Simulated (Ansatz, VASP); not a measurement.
TiAl: VASP beside Ansatz

File INCAR:

```
PREC = Accurate ; ENCUT = 520
EDIFF = 1E-6 ; ISMEAR = 0
SIGMA = 0.1 ; LREAL = False
LASPH = True ; NELM = 60
ALGO = Fast ; ISIF = 2
LWAVE = False ; LCHARG = False
GGA = PS ; NBANDS = 14
```

Contents of KPOINTS:

```
regular mesh
0
Gamma
  22 22 16
```

File POSCAR:

```
TiAl
1.0
    2.7940484197      0.0000000000      0.0000000000
    0.0000000000      2.7940484197      0.0000000000
    0.0000000000      0.0000000000      4.0403994142
Ti Al
1 1
Direct
    0.5000000000      0.5000000000      0.5000000000
    0.0000000000      0.0000000000      0.0000000000
```

Input for Ansatz:

```yaml
crystal:
  lattice:
    - [2.7940484197, 0.0, 0.0]
    - [0.0, 2.7940484197, 0.0]
    - [0.0, 0.0, 4.0403994142]
  atoms:
    - { symbol: Ti, position: [0.5, 0.5, 0.5] }
    - { symbol: Al, position: [0.0, 0.0, 0.0] }
basis:
  ecutwfc: 420
kpoints:
  mp_grid: { grid: [22, 22, 16] }
hamiltonian:
  xc: pbesol
  pseudopotentials: { kind: paw, azcp: { folder: soft_1 } }
scf:
  occupations: { method: gaussian, width: 0.1 }
output:
  forces: true
  stress: true
  eigenvalues: true
```

Alike in both runs: task single point; functional PBEsol; k mesh 22 × 22 × 16; occupations gaussian, width 0.1 eV; no spin polarisation.

|  | VASP | Ansatz |
| --- | --- | --- |
| version | VASP 6.6.1 | Ansatz 0.2.0 |
| potentials or method | VASP PAW PBE potentials, release 64 (Ti_sv, Al), cutoff 520 eV | scalar-relativistic, plane waves, PAW |
| valence electrons in the cell | 15 | 15 |

|  | VASP | Ansatz | Ansatz less VASP |
| --- | --- | --- | --- |
| gap on the k mesh at the Fermi level (eV) | none | none | - |
| pressure (GPa) | 0.1 | 0.0 | -0.08 |
| traceless stress, the component that is largest in VASP (GPa) | -0.06 | -0.09 | -0.025 |

VASP's potentials were made for PBE, not for PBEsol, and Ansatz warns of the same on its side. A gap of «none» marks a metal or a gap that the smearing closes.
